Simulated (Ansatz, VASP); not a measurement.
## Two plane-wave programs on TiH

```
CELL_PARAMETERS angstrom
0.00000 1.86180 2.63259
1.86180 0.00000 2.63259
1.86180 1.86180 0.00000
ATOMIC_POSITIONS crystal
Ti 0.00000 0.00000 0.00000
H 0.50000 0.50000 0.50000
```

Alike in both runs: task single point; functional LDA; k mesh 22 × 22 × 22; occupations gaussian, width 0.15 eV; no spin polarisation.

```csv
,VASP,Ansatz
version,VASP 6.6.1,Ansatz 0.2.0
potentials or method,"VASP PAW LDA potentials, release 64 (Ti_sv, H), cutoff 520 eV","scalar-relativistic, plane waves, PAW"
valence electrons in the cell,13,13
```

Ansatz gave:

```
gap on the k mesh at the Fermi level (eV)                     : none
pressure (GPa)                                                : 0.4
traceless stress, the component that is largest in VASP (GPa) : -16.10
```

Q: Which values does VASP return?

A: gap on the k mesh at the Fermi level (eV): none; pressure (GPa): 0.5; traceless stress, the component that is largest in VASP (GPa): -16.32.

LDA's correlation is that of Perdew and Zunger in VASP and of Perdew and Wang (1992) in Ansatz. A gap of «none» marks a metal or a gap that the smearing closes.
